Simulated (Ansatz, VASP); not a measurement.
## One calculation of KTaO3, two programs

```
K Ta O
1.0
     4.08801    0.00000    0.00000
     0.00000    4.08801    0.00000
     0.00000    0.00000    3.78889
K Ta O
1 1 3
Direct
  0.50000 0.50000 0.50000
  0.00000 0.00000 0.00000
  0.50000 0.00000 0.00000
  0.00000 0.50000 0.00000
  0.00000 0.00000 0.50000
```

Change from the starting cell: strain +0.025 along x and y, -0.050 along z, atoms carried along.

Alike in both runs: task single point; functional r2SCAN; k mesh 6 × 6 × 6; occupations gaussian, width 0.05 eV; no spin polarisation.

```csv
,VASP,Ansatz
version,VASP 6.6.1,Ansatz 0.2.0
potentials or method,"VASP PAW PBE potentials, release 64 (K_sv, Ta_pv, O), cutoff 520 eV","scalar-relativistic, plane waves, PAW"
valence electrons in the cell,38,40
```

VASP gave:

* gap on the k mesh at the Fermi level (eV): 2.44
* least direct gap on the mesh (eV): 3.07
* pressure (GPa): 4.0
* traceless stress, the component that is largest in VASP (GPa): 22.22

**Question.** Estimate Ansatz's values.

**Answer.** gap on the k mesh at the Fermi level (eV): 2.47; least direct gap on the mesh (eV): 3.09; pressure (GPa): 3.0; traceless stress, the component that is largest in VASP (GPa): 21.85.

VASP's potentials were made for PBE, not for r2SCAN. VASP's potentials hold 38 valence electrons a cell and Ansatz's 40, so a difference there can come from the potentials and not from the codes.

Spin-orbit coupling is off throughout.
